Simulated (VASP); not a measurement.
Here is a VASP 6.6.1 calculation.

The input INCAR:

```
SYSTEM = MgCuC4N4
ALGO = Normal ; EDIFF = 1E-7
ENCUT = 520 ; GGA = PE
ISIF = 2 ; ISMEAR = 0
ISPIN = 2 ; LASPH = .True.
LCHARG = .False. ; LMAXMIX = 4
LORBIT = 11 ; LREAL = .False.
LWAVE = .False. ; MAGMOM = 0 1 0 0 0 0 0 0 0 0
NBANDS = 40 ; NELM = 150
PREC = Accurate ; SIGMA = 0.1
```

KPOINTS

```
k-points
0
Gamma
  4 4 4
  0 0 0
```

The input POSCAR:

```
MgCuC4N4
1.0
    5.9605641800      0.0000000000      0.0000000000
    0.0000000000      5.9605641800      0.0000000000
    0.0000000000      0.0000000000      5.9605641800
Mg Cu C N
1 1 4 4
Direct
    0.5000000000      0.5000000000      0.5000000000
    0.0000000000      0.0000000000      0.0000000000
    0.1856838400      0.1856838400      0.1856838400
    0.1856838400      0.8143161600      0.8143161600
    0.8143161600      0.1856838400      0.8143161600
    0.8143161600      0.8143161600      0.1856838400
    0.2990120100      0.2990120100      0.2990120100
    0.2990120100      0.7009879900      0.7009879900
    0.7009879900      0.2990120100      0.7009879900
    0.7009879900      0.7009879900      0.2990120100
```

Potentials or basis: VASP PAW PBE potentials, release 64 (Mg, Cu, C, N).

Launch:

```bash
$ cat potpaw_PBE.64/Mg/POTCAR potpaw_PBE.64/Cu/POTCAR potpaw_PBE.64/C/POTCAR potpaw_PBE.64/N/POTCAR > POTCAR
$ mpirun -np 1 vasp_std > vasp.out
```

Q: What does it give for the site moments?

A: Mg +0.00; Cu +0.52; C +0.04; N +0.03 μB.

Q: What does it give for the pressure?

A: 0.3 GPa.

Q: Predict the largest force.

A: 0.370 eV/Å.

Forces on the atoms (eV/Å):
```
Mg   0.000  0.000  0.000
Cu   0.000  0.000  0.000
C    0.162  0.162  0.162
C    0.162 -0.162 -0.162
C   -0.162  0.162 -0.162
C   -0.162 -0.162  0.162
N    0.214  0.214  0.214
N    0.214 -0.214 -0.214
N   -0.214  0.214 -0.214
N   -0.214 -0.214  0.214
```

Caveat: a cell with one magnetic atom can't hold antiferromagnetic order, which such compounds often take.
